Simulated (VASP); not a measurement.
# WC (P-6m2) in VASP: notebook, part 2 of 2

VASP 6.6.1. The steps go on from the part before.

## 5. Single point, r2SCAN+rVV10

This run uses another cell than the first one, of 10.38 Å³/atom.

Contents of POSCAR:

```
WC
1.0
    2.9065000000      0.0000000000      0.0000000000
   -1.4532500000      2.5171028361      0.0000000000
    0.0000000000      0.0000000000      2.8366000000
W C
1 1
Direct
    0.0000000000      0.0000000000      0.0000000000
    0.6666666667      0.3333333333      0.5000000000
```

Contents of INCAR.step1:

```
PREC = Accurate
ENCUT = 520
ISMEAR = -1
SIGMA = 0.05
LREAL = F
LASPH = T
NELM = 60
NBANDS = 16
GGA = PE
ALGO = Normal
EDIFF = 1E-4
LWAVE = T
LCHARG = F
```

Contents of INCAR.step2:

```
PREC = Accurate
ENCUT = 520
EDIFF = 1E-6
ISMEAR = -1
SIGMA = 0.05
LREAL = F
LASPH = T
NELM = 60
ALGO = Normal
ISIF = 2
LWAVE = F
LCHARG = T
METAGGA = R2SCAN
LMIXTAU = T
LUSE_VDW = T
IVDW_NL = 2
BPARAM = 11.95
CPARAM = 0.0093
LELF = T
LVHAR = T
NBANDS = 16
ISTART = 1
```

Contents of KPOINTS:

```
Automatic mesh
0
Gamma
  10 10 9
```

Run with:

```sh
> cat potpaw_PBE.64/W_sv/POTCAR potpaw_PBE.64/C/POTCAR > POTCAR
> cp INCAR.step1 INCAR
> mpirun -np 1 vasp_std > vasp.out
> cp INCAR.step2 INCAR
> mpirun -np 1 vasp_std > vasp.out
```

Wall time 56 s (1 thread of AMD EPYC 9R45 (Zen 5), shared host); peak memory 0.2 GiB.

It converged, with:

```yaml
Free_energy: -61.3824 eV
Pressure: 1.8 GPa
Band_gap_on_the_k_mesh: zero (bands 9 and 10 overlap by 1.22 eV)
```

Stress tensor (GPa, compression positive):
```
2.32 0.00 0.00
0.00 2.32 0.00
0.00 0.00 0.87
```

Levels at points of the mesh, in eV from the Fermi level:
```
           k point  band 7  band 8  band 9  band 10  band 11  band 12
(0.00, 0.00, 0.00)   -3.51   -3.51    0.07     3.39     3.39     5.94
(0.50, 0.00, 0.00)   -3.79   -3.73   -0.54     2.47     4.73     5.10
```

Caveat: the PAW data sets were made with another functional, which shifts forces and pressure a little; spin-orbit coupling is left out, which moves the levels of the heavy elements.

## 6. Single point, r2SCAN+rVV10

This run uses another cell than the first one, of 10.58 Å³/atom.

Contents of POSCAR:

```
WC
1.0
    2.9257489053      0.0000000000      0.0000000000
   -1.4628744527      2.5337728771      0.0000000000
    0.0000000000      0.0000000000      2.8553859779
W C
1 1
Direct
    0.0000000000      0.0000000000      0.0000000000
    0.6666666667      0.3333333333      0.5000000000
```

Contents of INCAR.step1:

```
SYSTEM = WC
PREC     = Accurate       ! precision mode
ENCUT    = 520            ! plane-wave cutoff, eV
ISMEAR   = -1             ! smearing method
SIGMA    = 0.05           ! smearing width, eV
LREAL    = .False.        ! projectors in reciprocal space
LASPH    = .True.         ! aspherical terms in the spheres
NELM     = 80             ! most SCF steps
NBANDS   = 16             ! bands
GGA      = PE             ! functional
ALGO     = Normal         ! electronic algorithm
EDIFF    = 1E-4           ! SCF threshold, eV
LWAVE    = .True.         ! write WAVECAR
LCHARG   = .False.        ! write CHGCAR
```

Contents of INCAR.step2:

```
SYSTEM = WC
PREC     = Accurate       ! precision mode
ENCUT    = 520            ! plane-wave cutoff, eV
EDIFF    = 1E-6           ! SCF threshold, eV
ISMEAR   = -1             ! smearing method
SIGMA    = 0.05           ! smearing width, eV
LREAL    = .False.        ! projectors in reciprocal space
LASPH    = .True.         ! aspherical terms in the spheres
NELM     = 80             ! most SCF steps
ALGO     = Normal         ! electronic algorithm
ISIF     = 2              ! what is computed and relaxed
LWAVE    = .False.        ! write WAVECAR
LCHARG   = .False.        ! write CHGCAR
METAGGA  = R2SCAN         ! meta-GGA
LMIXTAU  = .True.       
LUSE_VDW = .True.       
IVDW_NL  = 2            
BPARAM   = 11.95        
CPARAM   = 0.0093       
NBANDS   = 16             ! bands
ISTART   = 1
```

Contents of KPOINTS:

```
regular mesh
0
Gamma
  10 10 9
  0 0 0
```

Potentials or basis: VASP PAW PBE potentials, release 64 (W_sv, C).

Run with:

```sh
> cat potpaw_PBE.64/W_sv/POTCAR potpaw_PBE.64/C/POTCAR > POTCAR
> cp INCAR.step1 INCAR
> mpirun -np 1 vasp_std > vasp.out
> cp INCAR.step2 INCAR
> mpirun -np 1 vasp_std > vasp.out
```

OUTCAR:

```text
SYSTEM = WC
   PREC = Accurate
   ENCUT = 520
   EDIFF = 1E-6
   ISMEAR = -1
   LREAL = .False.
   LASPH = .True.
   NELM = 80
   ISIF = 2
   METAGGA = R2SCAN
   IVDW_NL = 2
   BPARAM = 11.95
   ISTART = 1

 ion  position               nearest neighbor table
   1  0.000  0.000  0.000-   2 2.21   2 2.21   2 2.21   2 2.21   2 2.21   2 2.21
   2  0.667  0.333  0.500-   1 2.21   1 2.21   1 2.21   1 2.21   1 2.21   1 2.21

  LATTYP: Found a hexagonal cell.
 ALAT       =     2.9257489053
 C/A-ratio  =     0.9759504559

  Lattice vectors:

[... 628 lines left out ...]
      3     -28.7216      2.00000
      4     -28.5746      2.00000
      5      -0.9871      2.00000
      6       3.6092      2.00000
[... 8 lines left out ...]
     15      24.6495      0.00000
     16      28.9254      0.00000

 [... further k-points ...]
[... 5 lines left out ...]
  --------------------------------------------------------------------------------------
  -------------------------------------------------------------------------------------
  Total       -0.6932493     -0.6932493     -1.0392280      0.0000000      0.0000000      0.0000000
  in kB      -52.4723437    -52.4723437    -78.6596259      0.0000000      0.0000000      0.0000000
  external PRESSURE =     -61.2014377 kB  Pullay stress =       0.0000000 kB

 VOLUME and BASIS-vectors are now :
 -----------------------------------------------------------------------------
  energy-cutoff  :      520.00
  volume of cell :       21.17
      direct lattice vectors                 reciprocal lattice vectors
     2.925748905  0.000000000  0.000000000     0.341792831  0.197334183  0.000000000
    -1.462874453  2.533772877  0.000000000     0.000000000  0.394668366  0.000000000
     0.000000000  0.000000000  2.855385978     0.000000000  0.000000000  0.350215350

 POSITION                                       TOTAL-FORCE (eV/Angst)
 -----------------------------------------------------------------------------------
      0.00000      0.00000      0.00000        -0.000000      0.000000      0.000000
      1.46287      0.84459      1.42769         0.000000     -0.000000      0.000000
 -----------------------------------------------------------------------------------
    total drift:                               -0.000000      0.000000      0.000000

  FREE ENERGIE OF THE ION-ELECTRON SYSTEM (eV)
  ---------------------------------------------------
  free  energy   TOTEN  =       -61.3770119107 eV

  energy  without entropy=      -61.3749525947  energy(sigma->0) =      -61.37598225
```

OUTCAR.step1:

```text
SYSTEM = WC
   PREC = Accurate
   ENCUT = 520
   ISMEAR = -1
   LREAL = .False.
   LASPH = .True.
[... 678 lines left out ...]
      0.00000      0.00000      0.00000        -0.000000     -0.000000      0.000000
      1.46287      0.84459      1.42769         0.000000      0.000000      0.000000
 -----------------------------------------------------------------------------------
    total drift:                               -0.000000      0.000000      0.000000

  FREE ENERGIE OF THE ION-ELECTRON SYSTEM (eV)
  ---------------------------------------------------
  free  energy   TOTEN  =       -22.4537738904 eV

  energy  without entropy=      -22.4518603413  energy(sigma->0) =      -22.45281712
```

Run time: 56 s. Hardware: 1 thread of AMD EPYC 9R45 (Zen 5), shared host; peak memory 0.2 GiB.

Results:

| Item | Value |
| --- | --- |
| Free energy | -61.3770 eV |
| Pressure | -6.1 GPa |
| Band gap on the k mesh | zero (bands 9 and 10 overlap by 1.19 eV) |

Stress tensor (GPa, compression positive):
```
-5.25  0.00  0.00
 0.00 -5.25  0.00
 0.00  0.00 -7.87
```

Levels at points of the mesh, in eV from the Fermi level:
```csv
k point,band 5,band 6,band 7,band 8,band 9,band 10,band 11,band 12,band 13,band 14
"(0.00, 0.00, 0.00)",-15.13,-4.41,-3.43,-3.43,0.06,3.30,3.30,5.82,5.82,6.61
"(0.50, 0.00, 0.00)",-11.78,-7.28,-3.71,-3.64,-0.53,2.40,4.60,4.96,7.13,9.94
```

Caveat: the cell stands under tension; the PAW data sets were made with another functional, which shifts forces and pressure a little; spin-orbit coupling is left out, which moves the levels of the heavy elements.

## 7. Summary

| cell | gap on the mesh (eV) | pressure (GPa) |
| --- | --- | --- |
| a = 2.847, b = 2.847, c = 2.779 Å, angles 90.0, 90.0, 120.0°, 2 atoms | none | 31.5 |
| a = 2.867, b = 2.867, c = 2.798 Å, angles 90.0, 90.0, 120.0°, 2 atoms | none | 20.5 |
| a = 2.887, b = 2.887, c = 2.818 Å, angles 90.0, 90.0, 120.0°, 2 atoms | none | 10.7 |
| a = 2.906, b = 2.907, c = 2.837 Å, angles 90.0, 90.0, 120.0°, 2 atoms | none | 1.8 |
| a = 2.926, b = 2.926, c = 2.855 Å, angles 90.0, 90.0, 120.0°, 2 atoms | none | -6.1 |

Alike in all rows: task single point; level r2SCAN+rVV10; potentials or basis VASP PAW PBE potentials, release 64 (W_sv, C); no spin polarisation; k mesh 10 × 10 × 9; cutoff (eV) 520; smearing fermi-dirac 0.05 eV.

Caveats: the PAW data sets were made with another functional, which shifts forces and pressure a little; spin-orbit coupling is left out, which moves the levels of the heavy elements; the cell stands under pressure (at least some runs); the cell stands under tension (at least some runs).

Total energies depend on the potentials used, so only differences within one code and one set of settings carry meaning.
